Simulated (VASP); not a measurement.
Here is a VASP 6.6.1 calculation.

Contents of INCAR:

```
  ALGO = Normal
  EDIFF = 1E-6
  ENCUT = 520
  GGA = PE
  GGA_COMPAT = False
  ISIF = 2
  ISMEAR = -1
  LASPH = True
  LCHARG = True
  LELF = True
  LREAL = Auto
  LVHAR = True
  LWAVE = False
  NBANDS = 66
  NELM = 120
  PREC = Accurate
  SIGMA = 0.02
```

KPOINTS

```
k-points
0
Gamma
  1 1 1
```

The input POSCAR:

```
H21O10F
1.0
    7.5723370000      0.0000000000      0.0000000000
    0.0000000000      7.5723370000      0.0000000000
    0.0000000000      0.0000000000      7.5723370000
O H F
10 21 1
Direct
    0.0505920431      0.6734908919      0.1905752478
    0.6215122227      0.1135316614      0.8321341219
    0.6149356533      0.5604214392      0.9653822855
    0.7003782320      0.7261562712      0.3090327332
    0.1178632171      0.3577099117      1.0128577215
    0.3273890214      0.9290526822      0.7182458995
    0.4064267082      0.5494604902      0.5331379203
    0.9556362851      0.5363601752      0.7905749572
    0.4549057972      0.3116343079      0.1647179728
    1.0010515908      0.0356164814      0.9296337445
   -0.0736496540      0.6960070583      0.2125367637
    0.0686181822      0.5682261632      0.1277280713
    0.6134037616      0.2174097640      0.7645988286
    0.5402427282      0.0345335925      0.7798649215
    0.5248841936      0.5781438412      0.8785266688
    0.5726633667      0.4540606156      1.0316630124
    0.6352068060      0.7132672516      0.1964122833
    0.6032351703      0.7033495736      0.3973674177
    0.0875555327      0.4343044954      0.9216705490
    0.0931020371      0.2287404800      0.9746396654
    0.2436896298      0.9887700455      0.7858604286
    0.2793193171      0.9378742652      0.5995771187
    0.3131001697      0.6287358843      0.4949858941
    0.4256413839      0.4717566057      0.4235020179
    0.8304569646      0.5669848027      0.8188489234
    0.9752471397      0.6205217755      0.7060435900
    0.3375576127      0.3433418243      0.1218646238
    0.4669232233      0.1866002530      0.1692608240
    0.8816696880      0.0336091751      0.8769287474
    1.0098599679     -0.0807544619      0.9840026930
    0.1782804965      0.8448382580      0.1993175951
    0.2409427895      0.9453620461      0.2489191910
```

Potentials or basis: VASP PAW PBE potentials, release 64 (O, H, F).

The run is started by

```sh
$ cat potpaw_PBE.64/O/POTCAR potpaw_PBE.64/H/POTCAR potpaw_PBE.64/F/POTCAR > POTCAR
$ mpirun -np 1 vasp_gam > vasp.out
```

Task: Estimate the band gap on the k mesh.

Result: 4.50 eV.

Task: Predict the pressure.

Result: 1.2 GPa.

Stress tensor (GPa, compression positive):
```
 0.51 -0.26  0.46
-0.26  1.76 -1.11
 0.46 -1.11  1.40
```

Caveat: the k points lie up to 0.83 Å⁻¹ apart.
